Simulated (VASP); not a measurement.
Wanted: the native input for a VASP 6.6.1 run.

| Item | Value |
| --- | --- |
| Task | relaxation of cell and atoms |
| Functional | r2SCAN |
| Potentials or basis | VASP PAW PBE potentials, release 64 (Ge_d) |
| Cutoff | 600 eV |
| k mesh | 13 × 13 × 12 |
| Occupations | methfessel-paxton, width 0.1 eV |
| Spin | no spin polarisation |
| Dipole correction | no |
| Further INCAR settings | ALGO = Normal; EDIFF = 1e-06; IBRION = 2; EDIFFG = -0.01; NSW = 100; ISIF = 3 |

The system is Ge.

```
Ge
1.0
     1.39715   -2.60052    0.00000
     1.39715    2.60052    0.00000
     0.00000    0.00000    2.69823
Ge
1
Direct
  0.50000 0.50000 0.00000
```

The input as run:

POSCAR

```
Ge
1.0
    1.3971490000     -2.6005160000      0.0000000000
    1.3971490000      2.6005160000      0.0000000000
    0.0000000000      0.0000000000      2.6982310000
Ge
1
Direct
    0.5000000000      0.5000000000      0.0000000000
```

INCAR.step1

```
ALGO     = Normal         # electronic algorithm
EDIFF    = 1E-4           # SCF threshold, eV
ENCUT    = 600            # plane-wave cutoff, eV
GGA      = PE             # functional
ISMEAR   = 1              # smearing method
LASPH    = T              # aspherical terms in the spheres
LCHARG   = F              # write CHGCAR
LREAL    = F              # projectors in reciprocal space
LWAVE    = T              # write WAVECAR
NELM     = 60             # most SCF steps
PREC     = Accurate       # precision mode
SIGMA    = 0.1            # smearing width, eV
```

INCAR.step2

```
ALGO     = Normal         # electronic algorithm
EDIFF    = 1E-6           # SCF threshold, eV
EDIFFG   = -0.01          # ionic threshold
ENCUT    = 600            # plane-wave cutoff, eV
IBRION   = 2              # ionic algorithm
ISIF     = 3              # what is computed and relaxed
ISMEAR   = 1              # smearing method
ISTART   = 1            
LASPH    = T              # aspherical terms in the spheres
LCHARG   = F              # write CHGCAR
LMIXTAU  = T            
LREAL    = F              # projectors in reciprocal space
LWAVE    = F              # write WAVECAR
METAGGA  = R2SCAN         # meta-GGA
NELM     = 60             # most SCF steps
NSW      = 100            # ionic steps
PREC     = Accurate       # precision mode
SIGMA    = 0.1            # smearing width, eV
```

KPOINTS

```
k-points
0
Gamma
  13 13 12
```

Potentials or basis: VASP PAW PBE potentials, release 64 (Ge_d).

The run is started by

```console
$ cat potpaw_PBE.64/Ge_d/POTCAR > POTCAR
$ cp INCAR.step1 INCAR
$ mpirun -np 1 vasp_std > vasp.out
$ cp INCAR.step2 INCAR
$ mpirun -np 1 vasp_std > vasp.out
```

It gave:

* Relaxed volume: 18.65 Å³/atom
* Relaxed cell: a = 2.869 Å, b = 2.869 Å, c = 2.644 Å, α = 90.00°, β = 90.00°, γ = 121.06°
* Space group after relaxing (to 0.1 Å): P6/mmm (No. 191)
* Energy gained by relaxing: 13.5 meV/atom
* Ionic steps: 9
* Pressure after relaxing: 0.0 GPa
* Band gap on the k mesh: zero (bands 7 and 8 overlap by 10.39 eV)

Caveat: the PAW data sets were made with another functional, which shifts forces and pressure a little.

Wall time 7.3 min on 1 thread of Intel(R) Xeon(R) 6975P-C (Granite Rapids), with other jobs on the host, peak memory 0.23 GiB.
